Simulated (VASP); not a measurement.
Runs of VASP 6.6.1 on SnSe2. The structure is trigonal, space group R3m (No. 160). Conventional cell: a = 3.790 Å, b = 3.790 Å, c = 18.081 Å, α = 90.00°, β = 90.00°, γ = 120.00°. Within 3.8 Å of Sn (site symmetry 3m) lie 6 Se at 2.77 to 2.78 Å and 6 Sn at 3.79 Å. Within 3.8 Å of Se (site symmetry 3m) lie 3 Sn at 2.78 Å and 10 Se at 3.41 to 3.79 Å. Se (site symmetry 3m) has 3 Sn at 2.77 Å and 10 Se at 3.41 to 3.79 Å within 3.8 Å. 

```tsv
level	smearing	gap on the mesh (eV)	pressure (GPa)	largest force (eV/Å)
PBE+D4	fermi-dirac 0.02 eV	none	0.3	0.34
PBE	fermi-dirac 0.02 eV	none	2.8	0.32
PBE	methfessel-paxton 0.2 eV	none	2.8	0.31
PBEsol	fermi-dirac 0.02 eV	none	-0.3	0.24
r2SCAN	fermi-dirac 0.02 eV	none	(a)	0.05
```

Alike in all rows: task single point; potentials or basis VASP PAW PBE potentials, release 64 (Sn_d, Se); no spin polarisation; cell as given; k mesh 6 × 6 × 6; cutoff (eV) 520.

Q: Estimate the missing entries.

A: (a) 1.1.

Caveats: semilocal functionals underestimate gaps, so a narrow gap can read as zero; spin-orbit coupling is left out, which moves the levels of the heavy elements; the PAW data sets were made with another functional, which shifts forces and pressure a little (at least some runs).

A k mesh can miss the band edges, and the runs leave out spin-orbit coupling on Se, Sn.

A gap of «none» marks levels without a gap at the run's occupations.
